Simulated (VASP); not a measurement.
Input of a VASP 6.6.1 run:

File INCAR:

```
SYSTEM = Ta
PREC = Accurate
ENCUT = 500
EDIFF = 1E-6
ISMEAR = -1
SIGMA = 0.15
LREAL = .FALSE.
LASPH = .TRUE.
NELM = 120
ALGO = Normal
ISIF = 2
LWAVE = .FALSE.
LCHARG = .TRUE.
GGA = B5
ALDAX = 1.0
AGGAX = 1.0
AGGAC = 1.0
ALDAC = 0.0
IVDW = 12
VDW_S6 = 1.0
VDW_S8 = 2.6996
VDW_A1 = 0.4298
VDW_A2 = 4.2359
LELF = .TRUE.
LVHAR = .TRUE.
NBANDS = 20
GGA_COMPAT = .FALSE.
```

File KPOINTS:

```
Automatic mesh
0
G
  11 11 6
  0 0 0
```

The input POSCAR:

```
Ta
1.0
    2.8570976730      0.0000000000      0.0000000000
   -1.4285488365      2.4743191659      0.0000000000
    0.0000000000      0.0000000000      5.0870142538
Ta
2
Direct
    0.6666666667      0.3333333333      0.7500000000
    0.3333333333      0.6666666667      0.2500000000
```

Potentials or basis: VASP PAW PBE potentials, release 64 (Ta_sv_GW).

Command:

```console
$ cat potpaw_PBE.64/Ta_sv_GW/POTCAR > POTCAR
$ mpirun -np 1 vasp_std > vasp.out
```

(1) What does it give for the band gap on the k mesh?

(2) Estimate the pressure.

(3) Predict the dispersion energy per atom.

## Answers

(1) zero (band 13 reaches 13.26 eV, above the bottom of band 14 at 10.70 eV).

(2) -0.4 GPa.

(3) -1.642 eV.

Caveat: the PAW data sets were made with another functional, which shifts forces and pressure a little; spin-orbit coupling is left out, which moves the levels of the heavy elements; pairwise dispersion overbinds metals, which lowers pressure and volume.
